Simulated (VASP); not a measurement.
**KF (Carobbiite): single point with LDA**

KF (Carobbiite):

```xyz
2
Lattice="0.0000 2.5811 2.5811 2.5811 0.0000 2.5811 2.5811 2.5811 0.0000" Properties=species:S:1:pos:R:3 pbc="T T T"
K     0.0000    0.0000    0.0000
F     2.5811    2.5811    2.5811
```

| Item | Value |
| --- | --- |
| Program | VASP 6.6.1 |
| Task | single point |
| Functional | LDA |
| Potentials or basis | VASP PAW LDA potentials, release 64 (K_sv, F) |
| Cutoff | 520 eV |
| k mesh | 8 × 8 × 8 |
| Occupations | fermi-dirac, width 0.02 eV |
| Spin | no spin polarisation |
| Dipole correction | no |
| Further INCAR settings | ALGO = Normal; EDIFF = 1e-06; NBANDS = 15 |

```json
{"Pressure": "0.2 GPa", "Band gap on the k mesh": "6.35 eV, direct"}
```

Levels at points of the mesh, in eV from the valence-band top:
| k point | band 4 | band 5 | band 6 | band 7 | band 8 | band 9 | band 10 | band 11 | band 12 | band 13 |
| --- | --- | --- | --- | --- | --- | --- | --- | --- | --- | --- |
| (0.00, 0.00, 0.00) | -8.75 | -8.75 | 0.00 | 0.00 | 0.00 | 6.35 | 10.78 | 10.78 | 10.78 | 12.66 |
| (0.50, 0.00, 0.00) | -8.80 | -8.80 | -0.97 | -0.47 | -0.47 | 9.20 | 11.00 | 12.46 | 12.46 | 15.01 |
| (0.50, 0.50, 0.00) | -9.07 | -9.07 | -0.14 | -0.02 | -0.02 | 7.95 | 10.71 | 12.23 | 14.14 | 14.93 |

Run time: 11 s on 1 thread of Intel(R) Xeon(R) Platinum 8488C (Sapphire Rapids) (shared host), peak memory 0.14 GiB.

A k mesh can miss the band edges. Expect the measured gap to be larger: semilocal functionals such as LDA lack the derivative discontinuity.
